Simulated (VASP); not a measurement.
Runs of VASP 6.6.1 on ZnRhSe3. The structure is that of space group Pm-3m (No. 221), or close to it. The cells are those of the table. The cell was built from a structure type or drawn by symmetry, and may not be a known phase.

| task | spin | cell | k mesh | cutoff (eV) | gap on the mesh (eV) | pressure (GPa) | moment (μB) | relaxed volume (Å³/atom) |
| --- | --- | --- | --- | --- | --- | --- | --- | --- |
| single point | off | a = 4.900 Å, 5 atoms | 8 × 8 × 8 | 520 | none | 0.0 | - | - |
| single point | collinear, ferromagnetic start | a = 4.916 Å, 5 atoms | 4 × 4 × 4 | 520 | none | 0.0 | 0.43 | - |
| relaxation of cell and atoms | collinear, ferromagnetic start | relaxed from a = 4.880 Å, 5 atoms | 4 × 4 × 4 | 600 | none | 0.0 | 0.00 | (b) |
| relaxation of cell and atoms | off | relaxed from a = 4.916 Å, 5 atoms | 8 × 8 × 8 | 600 | none | 0.0 | - | 23.55 |
| single point | collinear, ferromagnetic start | a = 4.880 Å, 5 atoms | 4 × 4 × 4 | 520 | none | (a) | 0.20 | - |

Alike in all rows: level PBE; potentials or basis VASP PAW PBE potentials, release 64 (Zn, Rh_pv, Se); smearing gaussian 0.1 eV.

Problem. Fill in the values left out.

Solution. (a) 1.6; (b) 23.75.

A k mesh can miss the band edges, and the runs leave out spin-orbit coupling on Rh, Se.

A gap of «none» marks levels without a gap at the run's occupations.
